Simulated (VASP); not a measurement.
A run of VASP 6.6.1 is set up as follows.

The input INCAR:

```
ALGO     = Normal         # electronic algorithm
EDIFF    = 1E-6           # SCF threshold, eV
ENCUT    = 520            # plane-wave cutoff, eV
GGA      = PE             # functional
ISIF     = 2              # what is computed and relaxed
ISMEAR   = -1             # smearing method
LASPH    = T              # aspherical terms in the spheres
LCHARG   = F              # write CHGCAR
LREAL    = F              # projectors in reciprocal space
LWAVE    = F              # write WAVECAR
NBANDS   = 7              # bands
NELM     = 60             # most SCF steps
PREC     = Accurate       # precision mode
SIGMA    = 0.1            # smearing width, eV
```

The input KPOINTS:

```
k-points
0
Gamma
  17 17 17
```

File POSCAR:

```
Mg
1.0
    3.1368489431      0.0000000000      0.0000000000
    0.0000000000      3.1368489431      0.0000000000
    0.0000000000      0.0000000000      3.1368489431
Mg
1
Direct
    0.0000000000      0.0000000000      0.0000000000
```

Potentials or basis: VASP PAW PBE potentials, release 64 (Mg).

Command:

```bash
$ cat potpaw_PBE.64/Mg/POTCAR > POTCAR
$ mpirun -np 1 vasp_std > vasp.out
```

Q: What does it give for the pressure?

A: -2.1 GPa.

Q: What does it give for the band gap on the k mesh?

A: Zero (band 1 reaches 4.80 eV, above the bottom of band 2 at -0.24 eV).
